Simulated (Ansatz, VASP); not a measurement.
One calculation of ScAlN2, two programs

Contents of INCAR:

```
SYSTEM = ScAlN2
PREC = Accurate
ENCUT = 520
EDIFF = 1E-7
ISMEAR = 0
SIGMA = 0.1
LREAL = .False.
LASPH = .True.
NELM = 150
ALGO = Normal
ISIF = 2
LWAVE = .False.
LCHARG = .True.
ISPIN = 2
MAGMOM = 0 0 1 1
LORBIT = 11
LMAXMIX = 4
GGA = PE
LELF = .True.
LVHAR = .True.
NBANDS = 24
```

The input KPOINTS:

```
regular mesh
0
Gamma
  6 6 6
  0 0 0
```

Contents of POSCAR:

```
ScAlN2
1.0
    2.1225667700      1.2254644900      4.2185147700
   -2.1225667700      1.2254644900      4.2185147700
    0.0000000000     -2.4509289900      4.2185147700
Sc Al N
1 1 2
Direct
    0.5000000000      0.5000000000      0.5000000000
    0.0000000000      0.0000000000      0.0000000000
    0.1868452900      0.1868452900      0.1868452900
    0.8131547100      0.8131547100      0.8131547100
```

Input for Ansatz:

```yaml
crystal:
  lattice:
    - [2.12256677, 1.22546449, 4.21851477]
    - [-2.12256677, 1.22546449, 4.21851477]
    - [0.0, -2.45092899, 4.21851477]
  atoms:
    - { symbol: Sc, position: [0.5, 0.5, 0.5] }
    - { symbol: Al, position: [0.0, 0.0, 0.0] }
    - { symbol: "N", position: [0.18684529, 0.18684529, 0.18684529], spin: 1.0 }
    - { symbol: "N", position: [0.81315471, 0.81315471, 0.81315471], spin: 1.0 }
basis:
  ecutwfc: 420
kpoints:
  mp_grid: { grid: [6, 6, 6] }
hamiltonian:
  xc: pbe
scf:
  occupations: { method: gaussian, width: 0.1 }
  lower_state_search: "off"
output:
  forces: true
  stress: true
  eigenvalues: true
  populations: true
magnetization:
  spin_polarized: true
```

Alike in both runs: task single point; functional PBE; k mesh 6 × 6 × 6; occupations gaussian, width 0.1 eV; collinear spin.

|  | VASP | Ansatz |
| --- | --- | --- |
| version | VASP 6.6.1 | Ansatz 0.2.0 |
| potentials or method | VASP PAW PBE potentials, release 64 (Sc_sv, Al, N), cutoff 520 eV | scalar-relativistic, plane waves, PAW |
| valence electrons in the cell | 24 | 24 |

```csv
,VASP,Ansatz,Ansatz less VASP
gap on the k mesh at the Fermi level (eV),none,none,-
pressure (GPa),-17.4,-17.5,-0.10
"traceless stress, the component that is largest in VASP (GPa)",-6.31,-6.20,+0.106
rms of the force components (eV/Å),0.280,0.283,+0.0027
net moment per atom (μB),0.07,0.07,0.000
size of the moment on the site where the two differ most (μB),0.09,0.12,+0.024
```

Site moments also hang on the region over which each program counts them. Atom by atom the forces differ by 0.003 eV/Å (rms over components). A gap of «none» marks a metal or a gap that the smearing closes.
